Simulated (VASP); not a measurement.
# SbSeBr3 (R3m) in VASP: further runs

The runs below take SbSeBr3 through single point, relaxation of cell and atoms, with PBE.

Program: VASP 6.6.1. These are calculated values, not measurements. Logs are shortened: lines on timing, memory, paths and dates and some standing lists are left out, and cuts for length are marked.

## (1) The cell of the first run

Symmetry: R3m, No. 160, trigonal system. Conventional cell: a = 7.567 Å, b = 7.567 Å, c = 9.270 Å, α = 90.00°, β = 90.00°, γ = 120.00°. Sb (site symmetry 3m) has 12 Br at 3.76 to 3.81 Å and 8 Se at 4.61 to 4.66 Å within 4.9 Å. Within 3.5 Å of Se (site symmetry 3m) lie 6 Br at 2.67 to 2.68 Å. Within 3.5 Å of Br (site symmetry m) lie 2 Se at 2.67 to 2.68 Å.

The cell was generated, and may not be a known phase.

## (2) Single point, PBE

Contents of INCAR:

```
SYSTEM = SbSeBr3
PREC = Accurate
ENCUT = 520
EDIFF = 1E-6
ISMEAR = 0
SIGMA = 0.1
LREAL = .FALSE.
LASPH = .TRUE.
NELM = 60
ALGO = Normal
ISIF = 2
LWAVE = .FALSE.
LCHARG = .FALSE.
GGA = PE
NBANDS = 24
```

Contents of KPOINTS:

```
regular mesh
0
G
  3 3 3
  0 0 0
```

Contents of POSCAR:

```
SbSeBr3
1.0
    3.7835815700      2.1844518400      3.0901465900
   -3.7835815700      2.1844518400      3.0901465900
    0.0000000000     -4.3689036800      3.0901465900
Sb Se Br
1 1 3
Direct
    0.0095460800      0.0095460800      0.0095460800
    0.5119105300      0.5119105300      0.5119105300
    0.5126222100      0.0122175500      0.5126222100
    0.5126222100      0.5126222100      0.0122175500
    0.0122175500      0.5126222100      0.5126222100
```

Potentials or basis: VASP PAW PBE potentials, release 64 (Sb, Se, Br).

Started as:

```sh
$ cat potpaw_PBE.64/Sb/POTCAR potpaw_PBE.64/Se/POTCAR potpaw_PBE.64/Br/POTCAR > POTCAR
$ mpirun -np 1 vasp_std > vasp.out
```

OUTCAR:

```text
SYSTEM = SbSeBr3
   PREC = Accurate
   ENCUT = 520
   EDIFF = 1E-6
   ISMEAR = 0
   LREAL = .FALSE.
   LASPH = .TRUE.
   NELM = 60
   ISIF = 2
   GGA = PE

 ion  position               nearest neighbor table
   1  0.010  0.010  0.010-
   2  0.512  0.512  0.512-   3 2.67   5 2.67   4 2.67   3 2.68   5 2.68   4 2.68
   3  0.513  0.012  0.513-   2 2.67   2 2.68
   4  0.513  0.513  0.012-   2 2.67   2 2.68
   5  0.012  0.513  0.513-   2 2.67   2 2.68

  LATTYP: Found a trigonal (rhomboedric) cell.
 ALAT       =     5.3512919268
 COS(alpha) =     0.0001866962

  Lattice vectors:

 A1 = (   3.7835815700,   2.1844518400,   3.0901465900)
 A2 = (  -3.7835815700,   2.1844518400,   3.0901465900)
 A3 = (   0.0000000000,  -4.3689036800,   3.0901465900)

Analysis of symmetry for initial positions (statically):
=====================================================================
 Subroutine PRICEL returns:
 Original cell was already a primitive cell.

 Routine SETGRP: Setting up the symmetry group for a
 trigonal (rhombohedral) supercell.

 Subroutine GETGRP returns: Found  6 space group operations
 (whereof  6 operations were pure point group operations)
 out of a pool of 12 trial point group operations.

The static configuration has the point symmetry C_3v.

Analysis of symmetry for dynamics (positions and initial velocities):
=====================================================================
 Subroutine PRICEL returns:
 Original cell was already a primitive cell.

 Routine SETGRP: Setting up the symmetry group for a
 trigonal (rhombohedral) supercell.

 Subroutine GETGRP returns: Found  6 space group operations
 (whereof  6 operations were pure point group operations)
 out of a pool of 12 trial point group operations.

The dynamic configuration has the point symmetry C_3v.

 Subroutine INISYM returns: Found  6 space group operations
 (whereof  6 operations are pure point group operations),
 and found     1 'primitive' translations

----------------------------------------------------------------------------------------

                                     Primitive cell

  volume of cell :     153.2413

  direct lattice vectors                    reciprocal lattice vectors
     3.783581570  2.184451840  3.090146590     0.132149920  0.076296792  0.107869748
    -3.783581570  2.184451840  3.090146590    -0.132149920  0.076296792  0.107869748
     0.000000000 -4.368903680  3.090146590     0.000000000 -0.152593583  0.107869748

  length of vectors
     5.351291927  5.351291927  5.351291929     0.186870769  0.186870769  0.186870768

  position of ions in fractional coordinates (direct lattice)
     0.009546080  0.009546080  0.009546080
     0.511910530  0.511910530  0.511910530
     0.512622210  0.012217550  0.512622210
     0.512622210  0.512622210  0.012217550
     0.012217550  0.512622210  0.512622210

  ion indices of the primitive-cell ions
   primitive index   ion index
                 1           1
                 2           2
                 3           3
                 4           4
                 5           5

----------------------------------------------------------------------------------------

 KPOINTS: regular mesh

Automatic generation of k-mesh.
 Grid dimensions read from file:
 generate k-points for:    3    3    3

 Generating k-lattice:

  Cartesian coordinates                     Fractional coordinates (reciprocal lattice)
     0.044049973  0.025432264  0.035956583     0.333333333 -0.000000000  0.000000000
    -0.044049973  0.025432264  0.035956583    -0.000000000  0.333333333  0.000000000
     0.000000000 -0.050864528  0.035956583     0.000000000  0.000000000  0.333333333

  Length of vectors
     0.062290256  0.062290256  0.062290256

  Shift w.r.t. Gamma in fractional coordinates (k-lattice)
     0.000000000  0.000000000  0.000000000

 Subroutine IBZKPT returns following result:
 ===========================================

 Found      6 irreducible k-points:

 Following reciprocal coordinates:
            Coordinates               Weight
  0.000000  0.000000  0.000000      1.000000
  0.333333  0.000000  0.000000      6.000000
  0.333333  0.333333  0.000000      6.000000
 -0.333333  0.333333  0.000000      6.000000
  0.333333  0.333333  0.333333      2.000000
 -0.333333  0.333333  0.333333      6.000000
   k-points           NKPTS =      6   k-points in BZ     NKDIM =      6   number of bands    NBANDS=     24
   number of dos      NEDOS =    301   number of ions     NIONS =      5
   total plane-waves  NPLWV =  64000
   dimension x,y,z NGX =    40 NGY =   40 NGZ =   40
   dimension x,y,z NGXF=    80 NGYF=   80 NGZF=   80
   ions per type =               1   1   3
   NGX,Y,Z   is equivalent  to a cutoff of  12.43, 12.43, 12.43 a.u.
   NGXF,Y,Z  is equivalent  to a cutoff of  24.85, 24.85, 24.85 a.u.
 SYSTEM =  SbSeBr3
   PREC   = accura    normal or accurate (medium, high low for compatibility)
   ISTART =      0    job   : 0-new  1-cont  2-samecut
   ICHARG =      2    charge: 1-file 2-atom 10-const
   ISPIN  =      1    spin polarized calculation?
   LNONCOLLINEAR =      F non collinear calculations
   LSORBIT =      F    spin-orbit coupling
   LASPH  =      T    aspherical Exc in radial PAW
   ENCUT  =  520.0 eV  38.22 Ry    6.18 a.u.   9.95  9.95  9.95*2*pi/ulx,y,z
   NELM   =     60;   NELMIN=  2; NELMDL= -5     # of ELM steps
   EDIFF  = 0.1E-05   stopping-criterion for ELM
   LREAL  =      F    real-space projection
   EDIFFG = 0.1E-04   stopping-criterion for IOM
   NSW    =      0    number of steps for IOM
   IBRION =     -1    ionic relax: 0-MD 1-quasi-New 2-CG
   NFREE  =      0    steps in history (QN), initial steepest desc. (CG)
   ISIF   =      2    stress and relaxation
   ISYM   =      2    0-nonsym 1-usesym 2-fastsym
   POTIM  = 0.5000    time-step for ionic-motion
   TEBEG  =    0.0;   TEEND  =   0.0 temperature during run
   PSTRESS=    0.0 pullay stress
   NELECT =      32.0000    total number of electrons
   NUPDOWN=      -1.0000    fix difference up-down
   EMIN   =  10.00;   EMAX   =-10.00  energy-range for DOS
   EFERMI =   0.00;   METHOD = LEGACY
   ISMEAR =     0;   SIGMA  =   0.10  broadening in eV -4-tet -1-fermi 0-gaus
   EFERMI_NEDOS =   21; number of points for ismear=-14 and -15
   IALGO  =     38    algorithm
   IMIX   =      4    mixing-type and parameters
     AMIX     =   0.40;   BMIX     =  1.00
     AMIX_MAG =   1.60;   BMIX_MAG =  1.00
  volume/ion in A,a.u.               =      30.65       206.82
  Fermi-wavevector in a.u.,A,eV,Ry     =   0.971254  1.835404 12.834845  0.943334
  Thomas-Fermi vector in A             =   2.101456
   LORBIT       =      0    0 simple, 1 ext, 2 COOP (PROOUT), +10 PAW based schemes
   GGA     = PE    functional components
   LHFCALC =     F    Hartree Fock is set to
   AEXX    =    0.0000 exact exchange contribution
   IVDW    =     0    specifies the selected vdW correction
   LEPSILON=     F    determine dielectric tensor
   LRPA    =     F    only Hartree local field effects (RPA)
 non-spin polarized calculation
 Gauss-broadening in eV      SIGMA  =   0.10
  energy-cutoff  :      520.00
  volume of cell :      153.24
 maximum number of plane-waves:      4132
   NGX = 19   NGY = 19   NGZ = 19

 number of electron      31.9999985 magnetization

 Free energy of the ion-electron system (eV)
  ---------------------------------------------------
  ext. energy  EPLUGINS =         0.00000000
  ---------------------------------------------------
  free energy    TOTEN  =        -9.81853041 eV

  energy without entropy =       -9.75425307  energy(sigma->0) =       -9.78639174

 E-fermi :   2.8285     XC(G=0):  -8.6830

 val. band max:        2.8144993883   @ k =  -0.3333   0.3333   0.0000
 cond. band min:       3.0379258809   @ k =  -0.3333   0.3333   0.0000
 fundamental gap:      0.2234264925
 Fermi energy:         2.8284792562

 k-point     1 :       0.0000    0.0000    0.0000
  band No.  band energies     occupation
      1     -13.7093      2.00000
      2     -12.1053      2.00000
      3     -12.1053      2.00000
      4      -8.9830      2.00000
      5      -5.6660      2.00000
      6      -3.6338      2.00000
[... 16 lines left out ...]
     23       7.8063      0.00000
     24       7.8067      0.00000

 k-point     2 :       0.3333    0.0000    0.0000
  band No.  band energies     occupation
      1     -13.4775      2.00000
      2     -12.3281      2.00000
      3     -12.1013      2.00000
      4      -9.4177      2.00000
      5      -5.7698      2.00000
      6      -3.5143      2.00000
[... 16 lines left out ...]
     23       8.8432      0.00000
     24       9.4919      0.00000

 k-point     3 :       0.3333    0.3333    0.0000
  band No.  band energies     occupation
      1     -13.2182      2.00000
      2     -12.3478      2.00000
      3     -12.2617      2.00000
      4      -9.9063      2.00000
      5      -5.8104      2.00000
      6      -3.4039      2.00000
[... 16 lines left out ...]
     23       9.8264      0.00000
     24      10.1339      0.00000

 k-point     4 :      -0.3333    0.3333    0.0000
  band No.  band energies     occupation
      1     -13.2181      2.00000
      2     -12.3481      2.00000
      3     -12.2616      2.00000
      4      -9.9062      2.00000
      5      -5.8104      2.00000
      6      -3.4039      2.00000
[... 16 lines left out ...]
     23       9.8275      0.00000
     24      10.1334      0.00000

 k-point     5 :       0.3333    0.3333    0.3333
  band No.  band energies     occupation
      1     -12.9355      2.00000
      2     -12.3406      2.00000
      3     -12.3406      2.00000
      4     -10.5134      2.00000
      5      -5.7679      2.00000
      6      -1.7781      2.00000
[... 16 lines left out ...]
     23       9.4278      0.00000
     24      10.8261      0.00000

 k-point     6 :      -0.3333    0.3333    0.3333
  band No.  band energies     occupation
      1     -12.9352      2.00000
      2     -12.3410      2.00000
      3     -12.3406      2.00000
      4     -10.5132      2.00000
      5      -5.7681      2.00000
      6      -1.7785      2.00000
[... 16 lines left out ...]
     23       9.4314      0.00000
     24      10.8221      0.00000

------------------------ aborting loop because EDIFF is reached ----------------------------------------

  FORCE on cell =-STRESS in cart. coord.  units (eV):
  Direction    XX          YY          ZZ          XY          YZ          ZX
  --------------------------------------------------------------------------------------
  -------------------------------------------------------------------------------------
  Total        0.6338866      0.6338866      0.6304359     -0.0000000      0.0000000      0.0000000
  in kB        6.6274467      6.6274467      6.5913683     -0.0000000      0.0000000      0.0000000
  external PRESSURE =       6.6154205 kB  Pullay stress =       0.0000000 kB

 VOLUME and BASIS-vectors are now :
 -----------------------------------------------------------------------------
  energy-cutoff  :      520.00
  volume of cell :      153.24
      direct lattice vectors                 reciprocal lattice vectors
     3.783581570  2.184451840  3.090146590     0.132149920  0.076296792  0.107869748
    -3.783581570  2.184451840  3.090146590    -0.132149920  0.076296792  0.107869748
     0.000000000 -4.368903680  3.090146590     0.000000000 -0.152593583  0.107869748

 POSITION                                       TOTAL-FORCE (eV/Angst)
 -----------------------------------------------------------------------------------
      0.00000      0.00000      0.08850         0.000000      0.000000     -0.021043
      0.00000      0.00000      4.74564         0.000000      0.000000      0.011331
      1.89332     -1.09311      3.20591         0.018688     -0.010790      0.003238
      0.00000      2.18622      3.20591         0.000000      0.021579      0.003238
     -1.89332     -1.09311      3.20591        -0.018688     -0.010790      0.003238
 -----------------------------------------------------------------------------------
    total drift:                                0.000000     -0.000000      0.000003

  FREE ENERGIE OF THE ION-ELECTRON SYSTEM (eV)
  ---------------------------------------------------
  free  energy   TOTEN  =        -9.8185304090 eV

  energy  without entropy=       -9.7542530651  energy(sigma->0) =       -9.78639174
```

It took 15 s on 1 thread of Intel Xeon 6975P-C (Granite Rapids), shared host; peak memory 0.24 GiB.

What came out:

| Quantity | Value |
| --- | --- |
| Free energy | -9.8185 eV |
| Pressure | 0.7 GPa |
| Largest force | 0.022 eV/Å |
| Band gap on the k mesh | zero (bands 16 and 17 overlap by 0.80 eV) |

Forces on the atoms (eV/Å):
```
Sb   0.000  0.000 -0.021
Se   0.000  0.000  0.011
Br   0.019 -0.011  0.003
Br   0.000  0.022  0.003
Br  -0.019 -0.011  0.003
```

Caveat: the k points lie up to 0.39 Å⁻¹ apart, too coarse for converged energies and pressures of a metal; spin-orbit coupling is left out, which moves the levels of the heavy elements.

(Continued in part 2 of 2.)

The gap in the log of VASP goes by the Fermi energy; the results here count the filled bands.